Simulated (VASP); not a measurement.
Fe2O3, 10 atoms in the cell. It takes space group R-3c (No. 167, trigonal). Conventional cell: a = 5.038 Å, b = 5.038 Å, c = 13.772 Å, α = 90.00°, β = 90.00°, γ = 120.00°. Within 2.6 Å of Fe (site symmetry 3) lie 6 O at 1.95 to 2.12 Å. Within 2.9 Å of O (site symmetry 2) lie 4 Fe at 1.95 to 2.12 Å and 8 O at 2.67 to 2.89 Å. 

- Program: VASP 6.6.1
- Task: single point
- Functional: PBE
- Potentials or basis: VASP PAW PBE potentials, release 64 (Fe, O)
- Cutoff: 520 eV
- k mesh: 5 × 5 × 5
- Occupations: fermi-dirac, width 0.05 eV
- Spin: collinear spin, antiferromagnetic start
- Starting moments: [4.0, -4.0, 4.0, -4.0, 0.0, 0.0, 0.0, 0.0, 0.0, 0.0] μB
- Dipole correction: no
- Further INCAR settings: ALGO = Normal; EDIFF = 1e-06; NBANDS = 49

Potentials or basis: VASP PAW PBE potentials, release 64 (Fe, O).

The run is started by

```sh
$ cat potpaw_PBE.64/Fe/POTCAR potpaw_PBE.64/O/POTCAR > POTCAR
$ mpirun -np 1 vasp_std > vasp.out
```

Hardware: 1 thread of Intel(R) Xeon(R) 6975P-C (Granite Rapids), with other jobs on the host.

Task: How long does it take, and how much memory?

Result: Wall time 3 min on 1 thread of Intel(R) Xeon(R) 6975P-C (Granite Rapids) (shared host), peak memory 0.36 GiB. Counts: scf iterations 19, k points 19.
